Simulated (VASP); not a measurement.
A run of VASP 6.6.1 is set up as follows.

Contents of INCAR:

```
ALGO = Normal
DIPOL = 0.5 0.5 0.500
EDIFF = 1E-7
EDIFFG = -0.01
ENCUT = 520
GGA = PS
IBRION = 2
IDIPOL = 3
ISIF = 2
ISMEAR = -1
KPAR = 4
LASPH = T
LCHARG = F
LDIPOL = T
LREAL = F
LWAVE = F
NELM = 80
NSW = 60
PREC = Accurate
SIGMA = 0.02
```

Contents of KPOINTS:

```
k-points
0
Gamma
  7 7 1
```

File POSCAR:

```
Ge
1.0
    4.0132604624      0.0000000000      0.0000000000
   -2.0066302312      3.4755855125      0.0000000000
    0.0000000000      0.0000000000     23.3728000000
Ge
6
Direct
    0.0000000000      0.0000000000      0.3422775565
    0.3333333340      0.6666666660      0.3773269879
    0.3333333340      0.6666666660      0.4824752835
    0.6666666670      0.3333333330      0.5175247157
    0.6666666670      0.3333333330      0.6226730113
    0.0000000000      0.0000000000      0.6577224435
```

Potentials or basis: VASP PAW PBE potentials, release 64 (Ge_d).

Run with:

```bash
$ cat potpaw_PBE.64/Ge_d/POTCAR > POTCAR
$ mpirun -np 4 vasp_std > vasp.out
```

What does it give for the energy gained by relaxing?

5.0 meV/atom.

Predict the band gap on the k mesh.

zero (bands 42 and 43 overlap by 0.09 eV).

Final structure:
```yaml
crystal:
  lattice:
    - [4.01326, 0.00000, 0.00000]
    - [-2.00663, 3.47559, 0.00000]
    - [0.00000, 0.00000, 23.37280]
  atoms:
    - { symbol: Ge, position: [0.00000, 0.00000, 0.34096] }
    - { symbol: Ge, position: [0.33333, 0.66667, 0.37439] }
    - { symbol: Ge, position: [0.33333, 0.66667, 0.48274] }
    - { symbol: Ge, position: [0.66667, 0.33333, 0.51726] }
    - { symbol: Ge, position: [0.66667, 0.33333, 0.62561] }
    - { symbol: Ge, position: [0.00000, 0.00000, 0.65904] }
```
